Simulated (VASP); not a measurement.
Na2N3:

```
Na N
1.0
    -3.74040    0.00000    3.49559
     3.74040    0.00000    3.49559
     0.00000    5.67558    3.49559
Na N
4 6
Direct
  0.71800 0.28200 0.00000
  0.28200 0.71800 0.00000
  0.75000 0.25000 0.50000
  0.25000 0.75000 0.50000
  0.13330 0.13330 0.14700
  0.28030 0.28030 0.85300
  0.86670 0.86670 0.85300
  0.71970 0.71970 0.14700
  0.85190 0.85190 0.29620
  0.14810 0.14810 0.70380
```

Base run:

```yaml
Program: VASP 6.6.1
Functional: PBE
Potentials_or_basis: VASP PAW PBE potentials, release 64 (Na_pv, N)
Cutoff: 520 eV
k_mesh: 4 × 4 × 4
Occupations: fermi-dirac, width 0.1 eV
Spin: no spin polarisation
```

Its results: band gap on the k mesh 1.23 eV, indirect (least direct gap 1.31 eV); pressure -16.3 GPa; largest force 3.148 eV/Å.

Problem. The run is repeated on the same cell with these changes: functional from PBE to LDA; potentials or basis from VASP PAW PBE potentials, release 64 (Na_pv, N) to VASP PAW LDA potentials, release 64 (Na_pv, N). What comes out?

Solution. Band gap on the k mesh 1.15 eV, indirect (least direct gap 1.18 eV); pressure -20.7 GPa; largest force 3.589 eV/Å.

Caveats: forces of over 1 eV/Å act on the atoms, so gaps and moduli don't describe the material at rest.

A k mesh can miss the band edges.
